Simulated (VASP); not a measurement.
# Ag (Fm-3m) in VASP: notebook

Runs on Ag. Level: LDA. Tasks: relaxation of cell and atoms.

Everything below comes from runs of VASP 6.6.1. Logs are shortened: lines on timing, memory, paths and dates and some standing lists are left out, and cuts for length are marked.

### Step 1. The cell of the first run

The structure is cubic, space group Fm-3m (No. 225). The conventional cell has a = 4.002 Å, b = 4.002 Å, c = 4.002 Å, α = 90.00°, β = 90.00°, γ = 90.00°. Ag (site symmetry m-3m) has 12 Ag at 2.83 Å within 3.7 Å.

### Step 2. Relaxation of cell and atoms, LDA

The input, INCAR:

```
ALGO = Normal
EDIFF = 1E-6
EDIFFG = -0.001
ENCUT = 600
IBRION = 2
ISIF = 3
ISMEAR = -1
LASPH = True
LCHARG = False
LREAL = False
LWAVE = False
NELM = 80
NSW = 80
PREC = Accurate
SIGMA = 0.15
```

The input, KPOINTS:

```
k-points
0
Gamma
  16 16 16
```

The input, POSCAR:

```
Ag
1.0
    0.0000000000      2.0009086904      2.0009086904
    2.0009086904      0.0000000000      2.0009086904
    2.0009086904      2.0009086904      0.0000000000
Ag
1
Direct
    0.0000000000      0.0000000000      0.0000000000
```

Potentials or basis: VASP PAW LDA potentials, release 64 (Ag).

Launch:

```bash
> cat potpaw_LDA.64/Ag/POTCAR > POTCAR
> mpirun -np 1 vasp_std > vasp.out
```

OUTCAR:

```text
EDIFF = 1E-6
   EDIFFG = -0.001
   ENCUT = 600
   IBRION = 2
   ISIF = 3
   ISMEAR = -1
   LASPH = True
   LREAL = False
   NELM = 80
   NSW = 80
   PREC = Accurate

 ion  position               nearest neighbor table
   1  0.000  0.000  0.000-

  LATTYP: Found a face centered cubic cell.
 ALAT       =     4.0018173808

  Lattice vectors:

 A1 = (   0.0000000000,   2.0009086904,   2.0009086904)
 A2 = (   2.0009086904,   0.0000000000,   2.0009086904)
 A3 = (   2.0009086904,   2.0009086904,   0.0000000000)

Analysis of symmetry for initial positions (statically):
=====================================================================
 Subroutine PRICEL returns:
 Original cell was already a primitive cell.

 Routine SETGRP: Setting up the symmetry group for a
 face centered cubic supercell.

 Subroutine GETGRP returns: Found 48 space group operations
 (whereof 48 operations were pure point group operations)
 out of a pool of 48 trial point group operations.

The static configuration has the point symmetry O_h .

Analysis of symmetry for dynamics (positions and initial velocities):
=====================================================================
 Subroutine PRICEL returns:
 Original cell was already a primitive cell.

 Routine SETGRP: Setting up the symmetry group for a
 face centered cubic supercell.

 Subroutine GETGRP returns: Found 48 space group operations
 (whereof 48 operations were pure point group operations)
 out of a pool of 48 trial point group operations.

The dynamic configuration has the point symmetry O_h .

 Subroutine INISYM returns: Found 48 space group operations
 (whereof 48 operations are pure point group operations),
 and found     1 'primitive' translations

----------------------------------------------------------------------------------------

                                     Primitive cell

  volume of cell :      16.0218

  direct lattice vectors                    reciprocal lattice vectors
     0.000000000  2.000908690  2.000908690    -0.249886465  0.249886465  0.249886465
     2.000908690  0.000000000  2.000908690     0.249886465 -0.249886465  0.249886465
     2.000908690  2.000908690  0.000000000     0.249886465  0.249886465 -0.249886465

  length of vectors
     2.829712207  2.829712207  2.829712207     0.432816054  0.432816054  0.432816054

  position of ions in fractional coordinates (direct lattice)
     0.000000000  0.000000000  0.000000000

  ion indices of the primitive-cell ions
   primitive index   ion index
                 1           1

----------------------------------------------------------------------------------------

 KPOINTS: k-points

Automatic generation of k-mesh.
 Grid dimensions read from file:
 generate k-points for:   16   16   16

 Generating k-lattice:

  Cartesian coordinates                     Fractional coordinates (reciprocal lattice)
    -0.015617904  0.015617904  0.015617904     0.062500000  0.000000000  0.000000000
     0.015617904 -0.015617904  0.015617904     0.000000000  0.062500000  0.000000000
     0.015617904  0.015617904 -0.015617904     0.000000000  0.000000000  0.062500000

  Length of vectors
     0.027051003  0.027051003  0.027051003

  Shift w.r.t. Gamma in fractional coordinates (k-lattice)
     0.000000000  0.000000000  0.000000000

 Subroutine IBZKPT returns following result:
 ===========================================

 Found    145 irreducible k-points:

 Following reciprocal coordinates:
            Coordinates               Weight
  0.000000  0.000000  0.000000      1.000000
  0.062500  0.000000  0.000000      8.000000
  0.125000  0.000000  0.000000      8.000000
  0.187500  0.000000  0.000000      8.000000
  0.250000  0.000000  0.000000      8.000000
  0.312500  0.000000  0.000000      8.000000
[... 16 lines left out ...]
 -0.125000  0.062500  0.000000     24.000000
 -0.062500  0.062500  0.000000     12.000000
 [... further k-points ...]
   k-points           NKPTS =    145   k-points in BZ     NKDIM =    145   number of bands    NBANDS=      9
   number of dos      NEDOS =    301   number of ions     NIONS =      1
   total plane-waves  NPLWV =  13824
   dimension x,y,z NGX =    24 NGY =   24 NGZ =   24
   dimension x,y,z NGXF=    48 NGYF=   48 NGZF=   48
   ions per type =               1
   NGX,Y,Z   is equivalent  to a cutoff of  14.10, 14.10, 14.10 a.u.
   NGXF,Y,Z  is equivalent  to a cutoff of  28.20, 28.20, 28.20 a.u.
 SYSTEM =  unknown system
   PREC   = accura    normal or accurate (medium, high low for compatibility)
   ISTART =      0    job   : 0-new  1-cont  2-samecut
   ICHARG =      2    charge: 1-file 2-atom 10-const
   ISPIN  =      1    spin polarized calculation?
   LNONCOLLINEAR =      F non collinear calculations
   LSORBIT =      F    spin-orbit coupling
   LASPH  =      T    aspherical Exc in radial PAW
   ENCUT  =  600.0 eV  44.10 Ry    6.64 a.u.   5.65  5.65  5.65*2*pi/ulx,y,z
   NELM   =     80;   NELMIN=  2; NELMDL= -5     # of ELM steps
   EDIFF  = 0.1E-05   stopping-criterion for ELM
   LREAL  =      F    real-space projection
   EDIFFG = -.1E-02   stopping-criterion for IOM
   NSW    =     80    number of steps for IOM
   IBRION =      2    ionic relax: 0-MD 1-quasi-New 2-CG
   NFREE  =      1    steps in history (QN), initial steepest desc. (CG)
   ISIF   =      3    stress and relaxation
   ISYM   =      2    0-nonsym 1-usesym 2-fastsym
   POTIM  = 0.5000    time-step for ionic-motion
   TEBEG  =    0.0;   TEEND  =   0.0 temperature during run
   PSTRESS=    0.0 pullay stress
   NELECT =      11.0000    total number of electrons
   NUPDOWN=      -1.0000    fix difference up-down
   EMIN   =  10.00;   EMAX   =-10.00  energy-range for DOS
   EFERMI =   0.00;   METHOD = LEGACY
   ISMEAR =    -1;   SIGMA  =   0.15  broadening in eV -4-tet -1-fermi 0-gaus
   EFERMI_NEDOS =   21; number of points for ismear=-14 and -15
   IALGO  =     38    algorithm
   IMIX   =      4    mixing-type and parameters
     AMIX     =   0.40;   BMIX     =  1.00
     AMIX_MAG =   1.60;   BMIX_MAG =  1.00
  volume/ion in A,a.u.               =      16.02       108.12
  Fermi-wavevector in a.u.,A,eV,Ry     =   1.444226  2.729191 28.378874  2.085788
  Thomas-Fermi vector in A             =   2.562545
   LORBIT       =      0    0 simple, 1 ext, 2 COOP (PROOUT), +10 PAW based schemes
   GGA     = CA    functional components
   LHFCALC =     F    Hartree Fock is set to
   AEXX    =    0.0000 exact exchange contribution
   IVDW    =     0    specifies the selected vdW correction
   LEPSILON=     F    determine dielectric tensor
   LRPA    =     F    only Hartree local field effects (RPA)
 conjugate gradient relaxation of ions
 non-spin polarized calculation
  energy-cutoff  :      600.00
  volume of cell :       16.02
 maximum number of plane-waves:       546
   NGX = 11   NGY = 11   NGZ = 11

--------------------------------------- Ionic step        1  -------------------------------------------

 number of electron      11.0000002 magnetization

 Free energy of the ion-electron system (eV)
  ---------------------------------------------------
  ext. energy  EPLUGINS =         0.00000000
  ---------------------------------------------------
  free energy    TOTEN  =        -3.79194687 eV

  energy without entropy =       -3.77369169  energy(sigma->0) =       -3.78281928

------------------------ aborting loop because EDIFF is reached ----------------------------------------

  FORCE on cell =-STRESS in cart. coord.  units (eV):
  Direction    XX          YY          ZZ          XY          YZ          ZX
  --------------------------------------------------------------------------------------
  -------------------------------------------------------------------------------------
  Total        0.0121154      0.0121154      0.0121154     -0.0000000     -0.0000000      0.0000000
  in kB        1.2115410      1.2115410      1.2115410     -0.0000000     -0.0000000      0.0000000
  external PRESSURE =       1.2115410 kB  Pullay stress =       0.0000000 kB

 VOLUME and BASIS-vectors are now :
 -----------------------------------------------------------------------------
  energy-cutoff  :      600.00
  volume of cell :       16.02
      direct lattice vectors                 reciprocal lattice vectors
     0.000000000  2.000908690  2.000908690    -0.249886465  0.249886465  0.249886465
     2.000908690  0.000000000  2.000908690     0.249886465 -0.249886465  0.249886465
     2.000908690  2.000908690  0.000000000     0.249886465  0.249886465 -0.249886465
[... 141 lines left out ...]
 POSITION                                       TOTAL-FORCE (eV/Angst)
 -----------------------------------------------------------------------------------
      0.00000      0.00000      0.00000        -0.000000     -0.000000      0.000000
 -----------------------------------------------------------------------------------
    total drift:                               -0.000000      0.000000     -0.000000

  FREE ENERGIE OF THE ION-ELECTRON SYSTEM (eV)
  ---------------------------------------------------
  free  energy   TOTEN  =        -3.7919524331 eV

  energy  without entropy=       -3.7736889422  energy(sigma->0) =       -3.78282069

--------------------------------------- Ionic step        6  -------------------------------------------

 number of electron      11.0000002 magnetization

 Free energy of the ion-electron system (eV)
  ---------------------------------------------------
  ext. energy  EPLUGINS =         0.00000000
  ---------------------------------------------------
  free energy    TOTEN  =        -3.79195244 eV

  energy without entropy =       -3.77368850  energy(sigma->0) =       -3.78282047

 E-fermi :   9.0322     XC(G=0): -12.9478

 val. band max:        9.0101411690   @ k =   0.5000   0.3125   0.1250
 cond. band min:       9.2814432604   @ k =   0.5000   0.3750   0.1250
 fundamental gap:      0.2713020914
 Fermi energy:         9.0322489519

 k-point     1 :       0.0000    0.0000    0.0000
  band No.  band energies     occupation
      1       0.7491      2.00000
      2       4.0323      2.00000
      3       4.0323      2.00000
      4       4.0323      2.00000
      5       5.2071      2.00000
      6       5.2071      2.00000
      7      25.1746      0.00000
      8      29.0468      0.00000
      9      29.0468      0.00000

 k-point     2 :       0.0625    0.0000    0.0000
  band No.  band energies     occupation
      1       0.8777      2.00000
      2       3.9996      2.00000
      3       4.0701      2.00000
      4       4.0701      2.00000
      5       5.1919      2.00000
      6       5.1919      2.00000
      7      25.2291      0.00000
      8      28.0455      0.00000
      9      29.1260      0.00000
[... 253 lines left out ...]
 k-point    24 :      -0.0625    0.0625    0.0000
  band No.  band energies     occupation
      1       1.0868      2.00000
      2       3.9334      2.00000
      3       4.1220      2.00000
      4       4.1533      2.00000
      5       5.1157      2.00000
      6       5.2292      2.00000
      7      25.2644      0.00000
      8      27.0928      0.00000
      9      28.5085      0.00000

 [... further k-points ...]
[... 5 lines left out ...]
  --------------------------------------------------------------------------------------
  -------------------------------------------------------------------------------------
  Total        0.0009466      0.0009466      0.0009466     -0.0000000      0.0000000      0.0000000
  in kB        0.0945797      0.0945797      0.0945797     -0.0000000      0.0000000      0.0000000
  external PRESSURE =       0.0945797 kB  Pullay stress =       0.0000000 kB

 VOLUME and BASIS-vectors are now :
 -----------------------------------------------------------------------------
  energy-cutoff  :      600.00
  volume of cell :       16.04
      direct lattice vectors                 reciprocal lattice vectors
    -0.000000000  2.001502633  2.001502633    -0.249812312  0.249812312  0.249812312
     2.001502633 -0.000000000  2.001502633     0.249812312 -0.249812312  0.249812312
     2.001502633  2.001502633 -0.000000000     0.249812312  0.249812312 -0.249812312

 POSITION                                       TOTAL-FORCE (eV/Angst)
 -----------------------------------------------------------------------------------
      0.00000      0.00000      0.00000         0.000000      0.000000     -0.000000
 -----------------------------------------------------------------------------------
    total drift:                               -0.000000      0.000000     -0.000000

  FREE ENERGIE OF THE ION-ELECTRON SYSTEM (eV)
  ---------------------------------------------------
  free  energy   TOTEN  =        -3.7919524384 eV

  energy  without entropy=       -3.7736884964  energy(sigma->0) =       -3.78282047

 reached required accuracy - stopping structural energy minimisation
```

Run time: 1.9 min. Hardware: 1 thread of AMD EPYC 7R13, shared host; peak memory 0.12 GiB.

What came out:

```yaml
Free_energy: -3.7920 eV
Relaxed_volume: 16.04 Å³/atom
Relaxed_cell: a = 2.831 Å, b = 2.831 Å, c = 2.831 Å, α = 60.00°, β = 60.00°, γ = 60.00°
Space_group_after_relaxing_to_0.05_Å: Fm-3m (No. 225)
Energy_gained_by_relaxing: 0.0 meV/atom
Ionic_steps: 6
Pressure_after_relaxing: 0.0 GPa
```

Final structure:
```xyz
1
Lattice="0.0000 2.0015 2.0015 2.0015 0.0000 2.0015 2.0015 2.0015 0.0000" Properties=species:S:1:pos:R:3 pbc="T T T"
Ag    0.0000    0.0000    0.0000
```

### Step 3. Relaxation of cell and atoms, LDA

This run uses another cell than the first one, of 16.11 Å³/atom, 1.006 times its volume.

The input, INCAR:

```
SYSTEM = Ag
PREC = Accurate ; ENCUT = 600
EDIFF = 1E-6 ; ISMEAR = 0
SIGMA = 0.1 ; LREAL = .False.
LASPH = .True. ; NELM = 80
ALGO = Normal ; ISIF = 3
LWAVE = .False. ; LCHARG = .False.
IBRION = 2 ; NSW = 100
EDIFFG = -0.002
```

The input, KPOINTS:

```
regular mesh
0
Gamma
  16 16 16
  0 0 0
```

The input, POSCAR:

```
Ag
1.0
    0.0000000000      2.0046159245      2.0046159245
    2.0046159245      0.0000000000      2.0046159245
    2.0046159245      2.0046159245      0.0000000000
Ag
1
Direct
    0.0000000000      0.0000000000      0.0000000000
```

Potentials or basis: VASP PAW LDA potentials, release 64 (Ag).

Launch:

```bash
> cat potpaw_LDA.64/Ag/POTCAR > POTCAR
> mpirun -np 1 vasp_std > vasp.out
```

OUTCAR:

```text
SYSTEM = Ag
   PREC = Accurate
   ENCUT = 600
   EDIFF = 1E-6
   ISMEAR = 0
   LREAL = .False.
   LASPH = .True.
   NELM = 80
   ISIF = 3
   IBRION = 2
   NSW = 100
   EDIFFG = -0.002

 ion  position               nearest neighbor table
   1  0.000  0.000  0.000-

  LATTYP: Found a face centered cubic cell.
 ALAT       =     4.0092318490

  Lattice vectors:

 A1 = (   0.0000000000,   2.0046159245,   2.0046159245)
 A2 = (   2.0046159245,   0.0000000000,   2.0046159245)
 A3 = (   2.0046159245,   2.0046159245,   0.0000000000)

Analysis of symmetry for initial positions (statically):
=====================================================================
 Subroutine PRICEL returns:
 Original cell was already a primitive cell.

 Routine SETGRP: Setting up the symmetry group for a
 face centered cubic supercell.

 Subroutine GETGRP returns: Found 48 space group operations
 (whereof 48 operations were pure point group operations)
 out of a pool of 48 trial point group operations.

The static configuration has the point symmetry O_h .

Analysis of symmetry for dynamics (positions and initial velocities):
=====================================================================
[... 165 lines left out ...]
  Total       -0.0702825     -0.0702825     -0.0702825     -0.0000000      0.0000000     -0.0000000
  in kB       -6.9893077     -6.9893077     -6.9893077     -0.0000000      0.0000000     -0.0000000
  external PRESSURE =      -6.9893077 kB  Pullay stress =       0.0000000 kB
[... 57 lines left out ...]
--------------------------------------- Ionic step        3  -------------------------------------------

 number of electron      11.0000002 magnetization

 Free energy of the ion-electron system (eV)
  ---------------------------------------------------
  ext. energy  EPLUGINS =         0.00000000
  ---------------------------------------------------
  free energy    TOTEN  =        -3.78354680 eV

  energy without entropy =       -3.78192861  energy(sigma->0) =       -3.78273770

 E-fermi :   8.9979     XC(G=0): -12.9490

 val. band max:        8.9697054387   @ k =   0.4375   0.3750   0.0000
 cond. band min:       9.0133651104   @ k =   0.5000   0.1875   0.0625
 fundamental gap:      0.0436596717
 Fermi energy:         8.9979003137

 k-point     1 :       0.0000    0.0000    0.0000
  band No.  band energies     occupation
      1       0.7508      2.00000
      2       4.0354      2.00000
      3       4.0354      2.00000
      4       4.0354      2.00000
      5       5.2107      2.00000
      6       5.2107      2.00000
      7      25.1782      0.00000
      8      29.0520      0.00000
      9      29.0520      0.00000
[... 265 lines left out ...]
 k-point    24 :      -0.0625    0.0625    0.0000
  band No.  band energies     occupation
      1       1.0885      2.00000
      2       3.9364      2.00000
      3       4.1251      2.00000
      4       4.1564      2.00000
      5       5.1193      2.00000
      6       5.2328      2.00000
      7      25.2683      0.00000
      8      27.0979      0.00000
      9      28.5140      0.00000

 [... further k-points ...]
[... 5 lines left out ...]
  --------------------------------------------------------------------------------------
  -------------------------------------------------------------------------------------
  Total        0.0001889      0.0001889      0.0001889      0.0000000      0.0000000      0.0000000
  in kB        0.0188758      0.0188758      0.0188758      0.0000000      0.0000000      0.0000000
  external PRESSURE =       0.0188758 kB  Pullay stress =       0.0000000 kB
[... 16 lines left out ...]
  FREE ENERGIE OF THE ION-ELECTRON SYSTEM (eV)
  ---------------------------------------------------
  free  energy   TOTEN  =        -3.7835467977 eV

  energy  without entropy=       -3.7819286106  energy(sigma->0) =       -3.78273770

 reached required accuracy - stopping structural energy minimisation
```

CONTCAR:

```text
Ag
   1.00000000000000
     0.0000000000000000    2.0013524100676134    2.0013524100676134
     2.0013524100676134    0.0000000000000000    2.0013524100676134
     2.0013524100676134    2.0013524100676134   -0.0000000000000000
  Ag
     1
Direct
     0.0000000000000000    0.0000000000000000    0.0000000000000000

  0.00000000E+00  0.00000000E+00  0.00000000E+00
```

Wall time 88 s (1 thread of AMD EPYC 7R13, shared host); peak memory 0.12 GiB.

What came out:

```yaml
Free_energy: -3.7835 eV
Relaxed_volume: 16.03 Å³/atom
Relaxed_cell: a = 2.830 Å, b = 2.830 Å, c = 2.830 Å, α = 60.00°, β = 60.00°, γ = 60.00°
Space_group_after_relaxing_to_0.05_Å: Fm-3m (No. 225)
Energy_gained_by_relaxing: 0.2 meV/atom
Ionic_steps: 3
Pressure_after_relaxing: 0.0 GPa
```

The path:
```tsv
step	energy change (eV)	largest force (eV/Å)	pressure (GPa)	volume (Å³)
1	0.0000	0.0000	-0.70	16.11
2	0.0000	0.0000	0.64	15.95
3	-0.0002	0.0000	0.00	16.03
```

Final structure:
```cif
data_structure
_symmetry_space_group_name_H-M 'P 1'
_symmetry_Int_Tables_number 1
_cell_length_a 2.8303
_cell_length_b 2.8303
_cell_length_c 2.8303
_cell_angle_alpha 60.000
_cell_angle_beta 60.000
_cell_angle_gamma 60.000
_cell_volume 16.03
loop_
_atom_site_label
_atom_site_type_symbol
_atom_site_fract_x
_atom_site_fract_y
_atom_site_fract_z
_atom_site_occupancy
Ag1 Ag 0.00000 0.00000 0.00000 1
```

LDA usually gives volumes a few per cent too small. Zero-point motion and thermal expansion aren't in these numbers.
